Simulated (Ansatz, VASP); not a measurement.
**Two plane-wave programs on Ba3Cd**

File INCAR:

```
PREC = Accurate
ENCUT = 600
EDIFF = 1E-6
ISMEAR = 0
SIGMA = 0.1
LREAL = False
LASPH = True
NELM = 80
ALGO = Fast
ISIF = 3
LWAVE = False
LCHARG = False
GGA = PE
IBRION = 2
NSW = 90
EDIFFG = -0.04
```

File KPOINTS:

```
Automatic mesh
0
Gamma
  4 4 4
```

POSCAR

```
Ba3Cd
1.0
    5.1139096113      0.0000000000      0.0000000000
    0.0000000000      5.1139096113      0.0000000000
    0.0000000000      0.0000000000      5.1139096113
Ba Cd
3 1
Direct
    0.0000000000      0.5000000000      0.5000000000
    0.5000000000      0.0000000000      0.5000000000
    0.5000000000      0.5000000000      0.0000000000
    0.0000000000      0.0000000000      0.0000000000
```

Input for Ansatz:

```yaml
crystal:
  lattice:
    - [5.1139096113, 0.0, 0.0]
    - [0.0, 5.1139096113, 0.0]
    - [0.0, 0.0, 5.1139096113]
  atoms:
    - { symbol: Ba, position: [0.0, 0.5, 0.5] }
    - { symbol: Ba, position: [0.5, 0.0, 0.5] }
    - { symbol: Ba, position: [0.5, 0.5, 0.0] }
    - { symbol: Cd, position: [0.0, 0.0, 0.0] }
basis:
  ecutwfc: 420
kpoints:
  mp_grid: { grid: [4, 4, 4] }
hamiltonian:
  xc: pbe
scf:
  occupations: { method: gaussian, width: 0.1 }
  lower_state_search: "off"
output:
  forces: true
  stress: true
  eigenvalues: true
relax:
  adjacent_minimum: "off"
  f_tol: 0.04
  max_steps: 70
  cell: { stress_tol: 0.4 }
```

Alike in both runs: task relaxation of cell and atoms; functional PBE; k mesh 4 × 4 × 4; occupations gaussian, width 0.1 eV; no spin polarisation.

|  | VASP | Ansatz |
| --- | --- | --- |
| version | VASP 6.6.1 | Ansatz 0.2.0 |
| potentials or method | VASP PAW PBE potentials, release 64 (Ba_sv, Cd), cutoff 600 eV | scalar-relativistic, plane waves, PAW |
| valence electrons in the cell | 42 | 50 |

VASP gave:

```
gap on the k mesh at the Fermi level, each at its own relaxed structure (eV) : none
relaxed volume (Å³/atom)                                                     : 48.32
relaxed length of the cell vector where the two differ most in proportion (Å)              : 5.782
```

What did Ansatz give for the same quantities?

gap on the k mesh at the Fermi level, each at its own relaxed structure (eV): none; relaxed volume (Å³/atom): 46.88; relaxed length of the cell vector where the two differ most in proportion (Å): 5.724.

A gap of «none» marks a metal or a gap that the smearing closes. VASP's potentials hold 42 valence electrons a cell and Ansatz's 50, so a difference there can come from the potentials and not from the codes.

Spin-orbit coupling is off throughout. Noted on VASP's run: the volume moved by over 15 % at a fixed basis, so the end points are rough.
